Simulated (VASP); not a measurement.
# CsCl (Pm-3m) in VASP: single point with r2SCAN

Aim: the single point of CsCl with r2SCAN.

Everything below comes from runs of VASP 6.6.1. Logs are shortened: lines on timing, memory, paths and dates and some standing lists are left out, and cuts for length are marked.

## 1. The cell of the first run

The structure is cubic, space group Pm-3m (No. 221). Conventional cell: a = 4.174 Å, b = 4.174 Å, c = 4.174 Å, α = 90.00°, β = 90.00°, γ = 90.00°. Cs (site symmetry m-3m) has 8 Cl at 3.61 Å and 6 Cs at 4.17 Å within 4.7 Å. Cl (site symmetry m-3m) has 8 Cs at 3.61 Å and 6 Cl at 4.17 Å within 4.7 Å.

## 2. Single point, r2SCAN

Contents of POSCAR:

```
CsCl
1.0
    4.1735000000      0.0000000000      0.0000000000
    0.0000000000      4.1735000000      0.0000000000
    0.0000000000      0.0000000000      4.1735000000
Cs Cl
1 1
Direct
    0.0000000000      0.0000000000      0.0000000000
    0.5000000000      0.5000000000      0.5000000000
```

Contents of INCAR.step1:

```
ALGO = Normal
EDIFF = 1E-5
ENCUT = 550
GGA = PE
GGA_COMPAT = F
ISMEAR = 1
LASPH = T
LCHARG = F
LREAL = F
LWAVE = T
NBANDS = 15
NELM = 120
PREC = Accurate
SIGMA = 0.0215
```

Contents of INCAR.step2:

```
ALGO = Normal
EDIFF = 1E-6
ENCUT = 550
GGA_COMPAT = F
ISIF = 2
ISMEAR = 1
ISTART = 1
LASPH = T
LCHARG = F
LMIXTAU = T
LREAL = F
LWAVE = F
METAGGA = R2SCAN
NBANDS = 15
NELM = 120
PREC = Accurate
SIGMA = 0.0215
```

Contents of KPOINTS:

```
k-points
0
Gamma
  6 6 6
```

Potentials or basis: VASP PAW PBE potentials, release 64 (Cs_sv, Cl).

Started as:

```console
$ cat potpaw_PBE.64/Cs_sv/POTCAR potpaw_PBE.64/Cl/POTCAR > POTCAR
$ cp INCAR.step1 INCAR
$ mpirun -np 1 vasp_std > vasp.out
$ cp INCAR.step2 INCAR
$ mpirun -np 1 vasp_std > vasp.out
```

OUTCAR:

```text
EDIFF = 1E-6
   ENCUT = 550
   ISIF = 2
   ISMEAR = 1
   ISTART = 1
   LASPH = T
   LREAL = F
   METAGGA = R2SCAN
   NELM = 120
   PREC = Accurate

 ion  position               nearest neighbor table
   1  0.000  0.000  0.000-
   2  0.500  0.500  0.500-

  LATTYP: Found a simple cubic cell.
 ALAT       =     4.1735000000

  Lattice vectors:

 A1 = (   4.1735000000,   0.0000000000,   0.0000000000)
 A2 = (   0.0000000000,   4.1735000000,   0.0000000000)
 A3 = (   0.0000000000,   0.0000000000,   4.1735000000)

Analysis of symmetry for initial positions (statically):
=====================================================================
 Subroutine PRICEL returns:
 Original cell was already a primitive cell.

 Routine SETGRP: Setting up the symmetry group for a
 simple cubic supercell.

 Subroutine GETGRP returns: Found 48 space group operations
 (whereof 48 operations were pure point group operations)
 out of a pool of 48 trial point group operations.

The static configuration has the point symmetry O_h .

Analysis of symmetry for dynamics (positions and initial velocities):
=====================================================================
 Subroutine PRICEL returns:
 Original cell was already a primitive cell.

 Routine SETGRP: Setting up the symmetry group for a
 simple cubic supercell.

 Subroutine GETGRP returns: Found 48 space group operations
 (whereof 48 operations were pure point group operations)
 out of a pool of 48 trial point group operations.

The dynamic configuration has the point symmetry O_h .

 Subroutine INISYM returns: Found 48 space group operations
 (whereof 48 operations are pure point group operations),
 and found     1 'primitive' translations

----------------------------------------------------------------------------------------

                                     Primitive cell

  volume of cell :      72.6944

  direct lattice vectors                    reciprocal lattice vectors
     4.173500000  0.000000000  0.000000000     0.239607044  0.000000000  0.000000000
     0.000000000  4.173500000  0.000000000     0.000000000  0.239607044  0.000000000
     0.000000000  0.000000000  4.173500000     0.000000000  0.000000000  0.239607044

  length of vectors
     4.173500000  4.173500000  4.173500000     0.239607044  0.239607044  0.239607044

  position of ions in fractional coordinates (direct lattice)
     0.000000000  0.000000000  0.000000000
     0.500000000  0.500000000  0.500000000

  ion indices of the primitive-cell ions
   primitive index   ion index
                 1           1
                 2           2

----------------------------------------------------------------------------------------

 KPOINTS: k-points

Automatic generation of k-mesh.
 Grid dimensions read from file:
 generate k-points for:    6    6    6

 Generating k-lattice:

  Cartesian coordinates                     Fractional coordinates (reciprocal lattice)
     0.039934507  0.000000000  0.000000000     0.166666667  0.000000000  0.000000000
     0.000000000  0.039934507  0.000000000     0.000000000  0.166666667  0.000000000
     0.000000000  0.000000000  0.039934507     0.000000000  0.000000000  0.166666667

  Length of vectors
     0.039934507  0.039934507  0.039934507

  Shift w.r.t. Gamma in fractional coordinates (k-lattice)
     0.000000000  0.000000000  0.000000000

 Subroutine IBZKPT returns following result:
 ===========================================

 Found     20 irreducible k-points:

 Following reciprocal coordinates:
            Coordinates               Weight
  0.000000  0.000000  0.000000      1.000000
  0.166667  0.000000  0.000000      6.000000
  0.333333  0.000000  0.000000      6.000000
  0.500000  0.000000  0.000000      3.000000
  0.166667  0.166667  0.000000     12.000000
  0.333333  0.166667  0.000000     24.000000
[... 12 lines left out ...]
  0.500000  0.500000  0.333333      6.000000
  0.500000  0.500000  0.500000      1.000000
   k-points           NKPTS =     20   k-points in BZ     NKDIM =     20   number of bands    NBANDS=     15
   number of dos      NEDOS =    301   number of ions     NIONS =      2
   total plane-waves  NPLWV =  32768
   dimension x,y,z NGX =    32 NGY =   32 NGZ =   32
   dimension x,y,z NGXF=    64 NGYF=   64 NGZF=   64
   ions per type =               1   1
   NGX,Y,Z   is equivalent  to a cutoff of  12.75, 12.75, 12.75 a.u.
   NGXF,Y,Z  is equivalent  to a cutoff of  25.49, 25.49, 25.49 a.u.
 SYSTEM =  unknown system
   PREC   = accura    normal or accurate (medium, high low for compatibility)
   ISTART =      1    job   : 0-new  1-cont  2-samecut
   ICHARG =      0    charge: 1-file 2-atom 10-const
   ISPIN  =      1    spin polarized calculation?
   LNONCOLLINEAR =      F non collinear calculations
   LSORBIT =      F    spin-orbit coupling
   LASPH  =      T    aspherical Exc in radial PAW
   ENCUT  =  550.0 eV  40.42 Ry    6.36 a.u.   7.98  7.98  7.98*2*pi/ulx,y,z
   NELM   =    120;   NELMIN=  2; NELMDL=  0     # of ELM steps
   EDIFF  = 0.1E-05   stopping-criterion for ELM
   LREAL  =      F    real-space projection
   EDIFFG = 0.1E-04   stopping-criterion for IOM
   NSW    =      0    number of steps for IOM
   IBRION =     -1    ionic relax: 0-MD 1-quasi-New 2-CG
   NFREE  =      0    steps in history (QN), initial steepest desc. (CG)
   ISIF   =      2    stress and relaxation
   ISYM   =      2    0-nonsym 1-usesym 2-fastsym
   POTIM  = 0.5000    time-step for ionic-motion
   TEBEG  =    0.0;   TEEND  =   0.0 temperature during run
   PSTRESS=    0.0 pullay stress
   NELECT =      16.0000    total number of electrons
   NUPDOWN=      -1.0000    fix difference up-down
   EMIN   =  10.00;   EMAX   =-10.00  energy-range for DOS
   EFERMI =   0.00;   METHOD = LEGACY
   ISMEAR =     1;   SIGMA  =   0.02  broadening in eV -4-tet -1-fermi 0-gaus
   EFERMI_NEDOS =   21; number of points for ismear=-14 and -15
   IALGO  =     38    algorithm
   IMIX   =      4    mixing-type and parameters
     AMIX     =   0.40;   BMIX     =  1.00
     AMIX_MAG =   1.60;   BMIX_MAG =  1.00
  volume/ion in A,a.u.               =      36.35       245.28
  Fermi-wavevector in a.u.,A,eV,Ry     =   0.988434  1.867870 13.292920  0.977002
  Thomas-Fermi vector in A             =   2.119960
   LORBIT       =      0    0 simple, 1 ext, 2 COOP (PROOUT), +10 PAW based schemes
   METAGGA = R2SCAN    functional components
   LHFCALC =     F    Hartree Fock is set to
   AEXX    =    0.0000 exact exchange contribution
   IVDW    =     0    specifies the selected vdW correction
   LEPSILON=     F    determine dielectric tensor
   LRPA    =     F    only Hartree local field effects (RPA)
 non-spin polarized calculation
 Methfessel and Paxton  Order N= 1 SIGMA  =   0.02
  energy-cutoff  :      550.00
  volume of cell :       72.69
 maximum number of plane-waves:      2176
 NGX is ok and might be reduce to    32
   NGX = 15   NGY = 15   NGZ = 15

 number of electron      15.9999995 magnetization

 Free energy of the ion-electron system (eV)
  ---------------------------------------------------
  ext. energy  EPLUGINS =         0.00000000
  ---------------------------------------------------
  free energy    TOTEN  =       -35.52358530 eV

  energy without entropy =      -35.52358530  energy(sigma->0) =      -35.52358530

 E-fermi :  -0.7766     XC(G=0):  -8.4971

 val. band max:       -0.8766964949   @ k =   0.0000   0.0000   0.0000
 cond. band min:       5.0012723112   @ k =   0.0000   0.0000   0.0000
 fundamental gap:      5.8779688061
 Fermi energy:        -0.7766255361

 k-point     1 :       0.0000    0.0000    0.0000
  band No.  band energies     occupation
      1     -20.8141      2.00000
      2     -13.5565      2.00000
      3      -6.9479      2.00000
      4      -6.9479      2.00000
      5      -6.9479      2.00000
      6      -0.8767      2.00000
      7      -0.8767      2.00000
      8      -0.8767      2.00000
      9       5.0013      0.00000
     10       5.0516      0.00000
     11       5.0516      0.00000
     12       9.7391      0.00000
     13       9.7391      0.00000
     14       9.7391      0.00000
     15      12.8718      0.00000

 k-point     2 :       0.1667    0.0000    0.0000
  band No.  band energies     occupation
      1     -20.7957      2.00000
      2     -13.5641      2.00000
      3      -7.0848      2.00000
      4      -6.9174      2.00000
      5      -6.9174      2.00000
      6      -1.1904      2.00000
      7      -0.9259      2.00000
      8      -0.9259      2.00000
      9       5.2346      0.00000
     10       5.5526      0.00000
     11       5.7353      0.00000
     12       9.5210      0.00000
     13       9.5210      0.00000
     14       9.8906      0.00000
     15      11.4772      0.00000

 k-point     3 :       0.3333    0.0000    0.0000
  band No.  band energies     occupation
      1     -20.7582      2.00000
      2     -13.5816      2.00000
      3      -7.3326      2.00000
      4      -6.8546      2.00000
      5      -6.8546      2.00000
      6      -1.7218      2.00000
      7      -1.0283      2.00000
      8      -1.0283      2.00000
      9       5.7075      0.00000
     10       6.6374      0.00000
     11       7.4179      0.00000
     12       9.2491      0.00000
     13       9.2491      0.00000
     14       9.7818      0.00000
     15      10.2623      0.00000
[... 271 lines left out ...]
 k-point    19 :       0.5000    0.5000    0.3333
  band No.  band energies     occupation
      1     -20.6302      2.00000
      2     -13.4207      2.00000
      3      -7.4985      2.00000
      4      -7.4985      2.00000
      5      -7.2804      2.00000
      6      -1.7422      2.00000
      7      -1.7422      2.00000
      8      -1.6772      2.00000
      9       7.4996      0.00000
     10       7.9700      0.00000
     11       7.9700      0.00000
     12       8.4029      0.00000
     13      10.6208      0.00000
     14      10.6208      0.00000
     15      11.9115      0.00000

 k-point    20 :       0.5000    0.5000    0.5000
  band No.  band energies     occupation
      1     -20.6150      2.00000
      2     -13.4021      2.00000
      3      -7.4427      2.00000
      4      -7.4427      2.00000
      5      -7.4427      2.00000
      6      -1.8886      2.00000
      7      -1.8886      2.00000
      8      -1.8886      2.00000
      9       8.1426      0.00000
     10       8.1426      0.00000
     11       8.1426      0.00000
     12      10.2201      0.00000
     13      10.2201      0.00000
     14      10.2201      0.00000
     15      11.9658      0.00000

------------------------ aborting loop because EDIFF is reached ----------------------------------------

  FORCE on cell =-STRESS in cart. coord.  units (eV):
  Direction    XX          YY          ZZ          XY          YZ          ZX
  --------------------------------------------------------------------------------------
  -------------------------------------------------------------------------------------
  Total       -0.1720971     -0.1720971     -0.1720971     -0.0000000      0.0000000      0.0000000
  in kB       -3.7930008     -3.7930008     -3.7930008     -0.0000000      0.0000000      0.0000000
  external PRESSURE =      -3.7930008 kB  Pullay stress =       0.0000000 kB

 VOLUME and BASIS-vectors are now :
 -----------------------------------------------------------------------------
  energy-cutoff  :      550.00
  volume of cell :       72.69
      direct lattice vectors                 reciprocal lattice vectors
     4.173500000  0.000000000  0.000000000     0.239607044  0.000000000  0.000000000
     0.000000000  4.173500000  0.000000000     0.000000000  0.239607044  0.000000000
     0.000000000  0.000000000  4.173500000     0.000000000  0.000000000  0.239607044

 POSITION                                       TOTAL-FORCE (eV/Angst)
 -----------------------------------------------------------------------------------
      0.00000      0.00000      0.00000         0.000000      0.000000      0.000000
      2.08675      2.08675      2.08675         0.000000      0.000000      0.000000
 -----------------------------------------------------------------------------------
    total drift:                                0.000000      0.000000     -0.000000

  FREE ENERGIE OF THE ION-ELECTRON SYSTEM (eV)
  ---------------------------------------------------
  free  energy   TOTEN  =       -35.5235852997 eV

  energy  without entropy=      -35.5235852997  energy(sigma->0) =      -35.52358530
```

Wall time 37 s (1 thread of Intel Xeon Platinum 8375C at 2.90GHz (Ice Lake), shared host); peak memory 0.19 GiB.

Results:

- Free energy: -35.5236 eV
- Pressure: -0.4 GPa
- Band gap on the k mesh: 5.88 eV, direct

Caveat: the PAW data sets were made with another functional, which shifts forces and pressure a little; spin-orbit coupling is left out, which moves the levels of the heavy elements. r2SCAN opens gaps a little over a GGA but as a rule still falls short of measured ones.
